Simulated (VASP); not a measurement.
# Co (Pm-3m) in VASP: further runs

Runs on Co. Level: RPBE. Tasks: single point.

All numbers are computed with VASP 6.6.1; they aren't measurements. Logs are shortened: lines on timing, memory, paths and dates and some standing lists are left out, and cuts for length are marked.

### 1 The cell of the first run

Symmetry: Pm-3m, No. 221, cubic system. Conventional cell: a = 2.267 Å, b = 2.267 Å, c = 2.267 Å, α = 90.00°, β = 90.00°, γ = 90.00°. Within 3.0 Å of Co (site symmetry m-3m) lie 6 Co at 2.27 Å.

### 2 Single point, RPBE, collinear spin, ferromagnetic start (volume scaled by 0.88)

The input, INCAR:

```
SYSTEM = Co
  ALGO = Normal
  EDIFF = 1E-6
  ENCUT = 520
  GGA = RP
  ISIF = 2
  ISMEAR = -1
  ISPIN = 2
  LASPH = .True.
  LCHARG = .False.
  LMAXMIX = 4
  LORBIT = 11
  LREAL = .False.
  LWAVE = .False.
  MAGMOM = 1.944
  NBANDS = 14
  NELM = 150
  PREC = Accurate
  SIGMA = 0.05
```

The input, KPOINTS:

```
k-points
0
Gamma
  15 15 15
  0 0 0
```

The input, POSCAR:

```
Co
1.0
    2.2668170921      0.0000000000      0.0000000000
    0.0000000000      2.2668170921      0.0000000000
    0.0000000000      0.0000000000      2.2668170921
Co
1
Direct
    0.0000000000      0.0000000000      0.0000000000
```

Potentials or basis: VASP PAW PBE potentials, release 64 (Co).

Started as:

```sh
cat potpaw_PBE.64/Co/POTCAR > POTCAR
mpirun -np 1 vasp_std > vasp.out
```

OUTCAR:

```text
SYSTEM = Co
   EDIFF = 1E-6
   ENCUT = 520
   GGA = RP
   ISIF = 2
   ISMEAR = -1
   ISPIN = 2
   LASPH = .True.
   LORBIT = 11
   LREAL = .False.
   NELM = 150
   PREC = Accurate

 ion  position               nearest neighbor table
   1  0.000  0.000  0.000-

  LATTYP: Found a simple cubic cell.
 ALAT       =     2.2668170921

  Lattice vectors:

 A1 = (   2.2668170921,   0.0000000000,   0.0000000000)
 A2 = (   0.0000000000,   2.2668170921,   0.0000000000)
 A3 = (   0.0000000000,   0.0000000000,   2.2668170921)

Analysis of symmetry for initial positions (statically):
=====================================================================
 Subroutine PRICEL returns:
 Original cell was already a primitive cell.

 Routine SETGRP: Setting up the symmetry group for a
 simple cubic supercell.

 Subroutine GETGRP returns: Found 48 space group operations
 (whereof 48 operations were pure point group operations)
 out of a pool of 48 trial point group operations.

The static configuration has the point symmetry O_h .

Analysis of symmetry for dynamics (positions and initial velocities):
=====================================================================
 Subroutine PRICEL returns:
 Original cell was already a primitive cell.

 Routine SETGRP: Setting up the symmetry group for a
 simple cubic supercell.

 Subroutine GETGRP returns: Found 48 space group operations
 (whereof 48 operations were pure point group operations)
 out of a pool of 48 trial point group operations.

The dynamic configuration has the point symmetry O_h .

Analysis of structural, dynamic, and magnetic symmetry:
=====================================================================
 Subroutine PRICEL returns:
 Original cell was already a primitive cell.

 Routine SETGRP: Setting up the symmetry group for a
 simple cubic supercell.

 Subroutine GETGRP returns: Found 48 space group operations
 (whereof 48 operations were pure point group operations)
 out of a pool of 48 trial point group operations.

The overall configuration has the point symmetry O_h .

 Subroutine INISYM returns: Found 48 space group operations
 (whereof 48 operations are pure point group operations),
 and found     1 'primitive' translations

----------------------------------------------------------------------------------------

                                     Primitive cell

  volume of cell :      11.6479

  direct lattice vectors                    reciprocal lattice vectors
     2.266817092  0.000000000  0.000000000     0.441147194  0.000000000  0.000000000
     0.000000000  2.266817092  0.000000000     0.000000000  0.441147194  0.000000000
     0.000000000  0.000000000  2.266817092     0.000000000  0.000000000  0.441147194

  length of vectors
     2.266817092  2.266817092  2.266817092     0.441147194  0.441147194  0.441147194

  position of ions in fractional coordinates (direct lattice)
     0.000000000  0.000000000  0.000000000

  ion indices of the primitive-cell ions
   primitive index   ion index
                 1           1

----------------------------------------------------------------------------------------

 KPOINTS: k-points

Automatic generation of k-mesh.
 Grid dimensions read from file:
 generate k-points for:   15   15   15

 Generating k-lattice:

  Cartesian coordinates                     Fractional coordinates (reciprocal lattice)
     0.029409813  0.000000000  0.000000000     0.066666667  0.000000000  0.000000000
     0.000000000  0.029409813  0.000000000     0.000000000  0.066666667  0.000000000
     0.000000000  0.000000000  0.029409813     0.000000000  0.000000000  0.066666667

  Length of vectors
     0.029409813  0.029409813  0.029409813

  Shift w.r.t. Gamma in fractional coordinates (k-lattice)
     0.000000000  0.000000000  0.000000000

 Subroutine IBZKPT returns following result:
 ===========================================

 Found    120 irreducible k-points:

 Following reciprocal coordinates:
            Coordinates               Weight
  0.000000  0.000000  0.000000      1.000000
  0.066667  0.000000  0.000000      6.000000
  0.133333  0.000000  0.000000      6.000000
  0.200000  0.000000  0.000000      6.000000
  0.266667  0.000000  0.000000      6.000000
  0.333333  0.000000  0.000000      6.000000
[... 16 lines left out ...]
  0.266667  0.200000  0.000000     24.000000
  0.333333  0.200000  0.000000     24.000000
 [... further k-points ...]
   k-points           NKPTS =    120   k-points in BZ     NKDIM =    120   number of bands    NBANDS=     14
   number of dos      NEDOS =    301   number of ions     NIONS =      1
   total plane-waves  NPLWV =   5832
   dimension x,y,z NGX =    18 NGY =   18 NGZ =   18
   dimension x,y,z NGXF=    36 NGYF=   36 NGZF=   36
   ions per type =               1
   NGX,Y,Z   is equivalent  to a cutoff of  13.20, 13.20, 13.20 a.u.
   NGXF,Y,Z  is equivalent  to a cutoff of  26.40, 26.40, 26.40 a.u.
 SYSTEM =  Co
   PREC   = accura    normal or accurate (medium, high low for compatibility)
   ISTART =      0    job   : 0-new  1-cont  2-samecut
   ICHARG =      2    charge: 1-file 2-atom 10-const
   ISPIN  =      2    spin polarized calculation?
   LNONCOLLINEAR =      F non collinear calculations
   LSORBIT =      F    spin-orbit coupling
   LASPH  =      T    aspherical Exc in radial PAW
   ENCUT  =  520.0 eV  38.22 Ry    6.18 a.u.   4.21  4.21  4.21*2*pi/ulx,y,z
   NELM   =    150;   NELMIN=  2; NELMDL= -5     # of ELM steps
   EDIFF  = 0.1E-05   stopping-criterion for ELM
   LREAL  =      F    real-space projection
   EDIFFG = 0.1E-04   stopping-criterion for IOM
   NSW    =      0    number of steps for IOM
   IBRION =     -1    ionic relax: 0-MD 1-quasi-New 2-CG
   NFREE  =      0    steps in history (QN), initial steepest desc. (CG)
   ISIF   =      2    stress and relaxation
   ISYM   =      2    0-nonsym 1-usesym 2-fastsym
   POTIM  = 0.5000    time-step for ionic-motion
   TEBEG  =    0.0;   TEEND  =   0.0 temperature during run
   PSTRESS=    0.0 pullay stress
   NELECT =       9.0000    total number of electrons
   NUPDOWN=      -1.0000    fix difference up-down
   EMIN   =  10.00;   EMAX   =-10.00  energy-range for DOS
   EFERMI =   0.00;   METHOD = LEGACY
   ISMEAR =    -1;   SIGMA  =   0.05  broadening in eV -4-tet -1-fermi 0-gaus
   EFERMI_NEDOS =   21; number of points for ismear=-14 and -15
   IALGO  =     38    algorithm
   IMIX   =      4    mixing-type and parameters
     AMIX     =   0.40;   BMIX     =  1.00
     AMIX_MAG =   1.60;   BMIX_MAG =  1.00
  volume/ion in A,a.u.               =      11.65        78.60
  Fermi-wavevector in a.u.,A,eV,Ry     =   1.502240  2.838821 30.704589  2.256724
  Thomas-Fermi vector in A             =   2.613506
   LORBIT       =     11    0 simple, 1 ext, 2 COOP (PROOUT), +10 PAW based schemes
   GGA     = RP    functional components
   LHFCALC =     F    Hartree Fock is set to
   AEXX    =    0.0000 exact exchange contribution
   IVDW    =     0    specifies the selected vdW correction
   LEPSILON=     F    determine dielectric tensor
   LRPA    =     F    only Hartree local field effects (RPA)
 spin polarized calculation
  energy-cutoff  :      520.00
  volume of cell :       11.65
 maximum number of plane-waves:       320
 NGX is ok and might be reduce to    18
   NGX =  9   NGY =  9   NGZ =  9

 number of electron       8.9999994 magnetization       1.7239161

 Free energy of the ion-electron system (eV)
  ---------------------------------------------------
  ext. energy  EPLUGINS =         0.00000000
  ---------------------------------------------------
  free energy    TOTEN  =        -5.70396358 eV

  energy without entropy =       -5.69152313  energy(sigma->0) =       -5.69774335

 E-fermi :   9.7300     XC(G=0): -12.7866

 val. band max:        9.7298327228   @ k =   0.2667   0.2667   0.0000
 cond. band min:       9.7385025838   @ k =   0.3333   0.3333   0.0667
 fundamental gap:      0.0086698611
 Fermi energy:         9.7300168329

 spin component 1

 k-point     1 :       0.0000    0.0000    0.0000
  band No.  band energies     occupation
      1       1.0009      1.00000
      2       5.0896      1.00000
      3       5.0896      1.00000
      4       8.7635      1.00000
      5       8.7635      1.00000
      6       8.7635      1.00000
      7      29.8337      0.00000
      8      29.8337      0.00000
      9      29.8337      0.00000
     10      33.9058      0.00000
     11      33.9058      0.00000
     12      38.6120      0.00000
     13      46.7001      0.00000
     14      51.7719      0.00000
[... 375 lines left out ...]
 k-point    24 :       0.3333    0.2000    0.0000
  band No.  band energies     occupation
      1       4.5952      1.00000
      2       5.8030      1.00000
      3       6.7262      1.00000
      4       7.8609      1.00000
      5       8.4280      1.00000
      6       8.4398      1.00000
      7      18.1440      0.00000
      8      25.8676      0.00000
      9      34.7128      0.00000
     10      35.7063      0.00000
     11      36.3386      0.00000
     12      44.4655      0.00000
     13      45.5406      0.00000
     14      46.2301      0.00000

 [... further k-points ...]

 spin component 2

 k-point     1 :       0.0000    0.0000    0.0000
  band No.  band energies     occupation
      1       1.1254      1.00000
      2       6.2952      1.00000
      3       6.2952      1.00000
      4      11.0192      0.00000
      5      11.0192      0.00000
      6      11.0192      0.00000
      7      30.1858      0.00000
      8      30.1858      0.00000
      9      30.1858      0.00000
     10      34.1644      0.00000
     11      34.1645      0.00000
     12      38.6316      0.00000
     13      50.3801      0.00000
     14      52.0015      0.00000
[... 375 lines left out ...]
 k-point    24 :       0.3333    0.2000    0.0000
  band No.  band energies     occupation
      1       5.0572      1.00000
      2       7.0715      1.00000
      3       8.0017      1.00000
      4       9.9550      0.01099
      5       9.9938      0.00509
      6      10.6385      0.00000
      7      18.7244      0.00000
      8      26.2730      0.00000
      9      35.0100      0.00000
     10      36.1680      0.00000
     11      36.4317      0.00000
     12      44.6832      0.00000
     13      45.9586      0.00000
     14      47.2947      0.00000

 [... further k-points ...]
[... 5 lines left out ...]
  --------------------------------------------------------------------------------------
  -------------------------------------------------------------------------------------
  Total        1.4605271      1.4605271      1.4605271     -0.0000000     -0.0000000     -0.0000000
  in kB      200.8957527    200.8957527    200.8957527     -0.0000000     -0.0000000     -0.0000000
  external PRESSURE =     200.8957527 kB  Pullay stress =       0.0000000 kB

 VOLUME and BASIS-vectors are now :
 -----------------------------------------------------------------------------
  energy-cutoff  :      520.00
  volume of cell :       11.65
      direct lattice vectors                 reciprocal lattice vectors
     2.266817092  0.000000000  0.000000000     0.441147194  0.000000000  0.000000000
     0.000000000  2.266817092  0.000000000     0.000000000  0.441147194  0.000000000
     0.000000000  0.000000000  2.266817092     0.000000000  0.000000000  0.441147194

 POSITION                                       TOTAL-FORCE (eV/Angst)
 -----------------------------------------------------------------------------------
      0.00000      0.00000      0.00000         0.000000      0.000000      0.000000
 -----------------------------------------------------------------------------------
    total drift:                               -0.000000      0.000000      0.000000

  FREE ENERGIE OF THE ION-ELECTRON SYSTEM (eV)
  ---------------------------------------------------
  free  energy   TOTEN  =        -5.7039635765 eV

  energy  without entropy=       -5.6915231325  energy(sigma->0) =       -5.69774335

 total charge

# of ion       s       p       d       tot
------------------------------------------
    1        0.528   0.469   7.332   8.329

 magnetization (x)

# of ion       s       p       d       tot
------------------------------------------
    1        0.007  -0.005   1.725   1.727
```

It took 26 s on 1 thread of Intel Xeon Platinum 8559C (Emerald Rapids), shared host; peak memory 0.14 GiB.

Results:

| Quantity | Value |
| --- | --- |
| Free energy | -5.7040 eV |
| Pressure | 20.1 GPa |
| Net moment | 1.72 μB per cell |
| Site moments | Co +1.73 μB |
| Valence electrons inside the program's atomic spheres | Co 8.33 |

Levels at points of the mesh, in eV from the Fermi level:
Spin up:
```tsv
k point	band 2	band 3	band 4	band 5	band 6	band 7	band 8	band 9
(0.00, 0.00, 0.00)	-4.64	-4.64	-0.97	-0.97	-0.97	20.10	20.10	20.10
```
Spin down:
```csv
k point,band 1,band 2,band 3,band 4,band 5,band 6,band 7,band 8,band 9
"(0.00, 0.00, 0.00)",-8.60,-3.43,-3.43,1.29,1.29,1.29,20.46,20.46,20.46
```

Caveat: the PAW data sets were made with another functional, which shifts forces and pressure a little.

### 3 Single point, RPBE, collinear spin, ferromagnetic start (volume scaled by 0.92)

The input, INCAR:

```
ALGO = Normal
EDIFF = 1E-7
ENCUT = 520
GGA = RP
ISIF = 2
ISMEAR = -1
ISPIN = 2
LASPH = T
LCHARG = F
LMAXMIX = 4
LORBIT = 11
LREAL = F
LWAVE = F
MAGMOM = 1.944
NBANDS = 14
NELM = 150
PREC = Accurate
SIGMA = 0.05
```

The input, KPOINTS:

```
k-points
0
Gamma
  15 15 15
```

The input, POSCAR:

```
Co
1.0
    2.3006551718      0.0000000000      0.0000000000
    0.0000000000      2.3006551718      0.0000000000
    0.0000000000      0.0000000000      2.3006551718
Co
1
Direct
    0.0000000000      0.0000000000      0.0000000000
```

Potentials or basis: VASP PAW PBE potentials, release 64 (Co).

Started as:

```sh
cat potpaw_PBE.64/Co/POTCAR > POTCAR
mpirun -np 1 vasp_std > vasp.out
```

OUTCAR:

```text
EDIFF = 1E-7
   ENCUT = 520
   GGA = RP
   ISIF = 2
   ISMEAR = -1
   ISPIN = 2
   LASPH = T
   LORBIT = 11
   LREAL = F
   NELM = 150
   PREC = Accurate

 ion  position               nearest neighbor table
   1  0.000  0.000  0.000-

  LATTYP: Found a simple cubic cell.
 ALAT       =     2.3006551718

  Lattice vectors:

 A1 = (   2.3006551718,   0.0000000000,   0.0000000000)
 A2 = (   0.0000000000,   2.3006551718,   0.0000000000)
 A3 = (   0.0000000000,   0.0000000000,   2.3006551718)

Analysis of symmetry for initial positions (statically):
=====================================================================
 Subroutine PRICEL returns:
 Original cell was already a primitive cell.

 Routine SETGRP: Setting up the symmetry group for a
 simple cubic supercell.

 Subroutine GETGRP returns: Found 48 space group operations
 (whereof 48 operations were pure point group operations)
 out of a pool of 48 trial point group operations.

The static configuration has the point symmetry O_h .

Analysis of symmetry for dynamics (positions and initial velocities):
[... 596 lines left out ...]
      3       5.9285      1.00000
      4      10.4047      0.00000
      5      10.4047      0.00000
      6      10.4047      0.00000
      7      29.0203      0.00000
      8      29.0203      0.00000
      9      29.0203      0.00000
     10      32.8696      0.00000
     11      32.8696      0.00000
     12      37.1431      0.00000
     13      49.8761      0.00000
     14      50.4628      0.00000
[... 379 lines left out ...]
      3       7.5295      1.00000
      4       9.3836      0.01166
      5       9.4431      0.00357
      6      10.0477      0.00000
      7      17.8016      0.00000
      8      25.1780      0.00000
      9      33.7203      0.00000
     10      34.8069      0.00000
     11      35.1096      0.00000
     12      43.1650      0.00000
     13      44.3703      0.00000
     14      45.7622      0.00000

 [... further k-points ...]
[... 5 lines left out ...]
  --------------------------------------------------------------------------------------
  -------------------------------------------------------------------------------------
  Total        0.9021567      0.9021567      0.9021567      0.0000000      0.0000000     -0.0000000
  in kB      118.6965201    118.6965201    118.6965201      0.0000000      0.0000000     -0.0000000
  external PRESSURE =     118.6965201 kB  Pullay stress =       0.0000000 kB

 VOLUME and BASIS-vectors are now :
 -----------------------------------------------------------------------------
  energy-cutoff  :      520.00
  volume of cell :       12.18
      direct lattice vectors                 reciprocal lattice vectors
     2.300655172  0.000000000  0.000000000     0.434658793  0.000000000  0.000000000
     0.000000000  2.300655172  0.000000000     0.000000000  0.434658793  0.000000000
     0.000000000  0.000000000  2.300655172     0.000000000  0.000000000  0.434658793

 POSITION                                       TOTAL-FORCE (eV/Angst)
 -----------------------------------------------------------------------------------
      0.00000      0.00000      0.00000         0.000000      0.000000      0.000000
 -----------------------------------------------------------------------------------
    total drift:                               -0.000000      0.000000      0.000000

  FREE ENERGIE OF THE ION-ELECTRON SYSTEM (eV)
  ---------------------------------------------------
  free  energy   TOTEN  =        -5.7560105224 eV

  energy  without entropy=       -5.7426715081  energy(sigma->0) =       -5.74934102

 total charge

# of ion       s       p       d       tot
------------------------------------------
    1        0.512   0.439   7.297   8.248

 magnetization (x)

# of ion       s       p       d       tot
------------------------------------------
    1        0.006  -0.008   1.809   1.807
```

It took 37 s on 1 thread of Intel Xeon Platinum 8559C (Emerald Rapids), shared host; peak memory 0.14 GiB.

What came out:

- Free energy: -5.7560 eV
- Pressure: 11.9 GPa
- Net moment: 1.80 μB per cell
- Site moments: Co +1.81 μB
- Valence electrons inside the program's atomic spheres: Co 8.25

Levels at points of the mesh, in eV from the Fermi level:
Spin up:
| k point | band 2 | band 3 | band 4 | band 5 | band 6 | band 7 | band 8 | band 9 |
| --- | --- | --- | --- | --- | --- | --- | --- | --- |
| (0.00, 0.00, 0.00) | -4.51 | -4.51 | -1.10 | -1.10 | -1.10 | 19.51 | 19.51 | 19.51 |
Spin down:
```csv
k point,band 1,band 2,band 3,band 4,band 5,band 6,band 7
"(0.00, 0.00, 0.00)",-8.38,-3.23,-3.23,1.24,1.24,1.24,19.86
```

Caveat: the PAW data sets were made with another functional, which shifts forces and pressure a little.

(Part 1 of 2 ends here.)
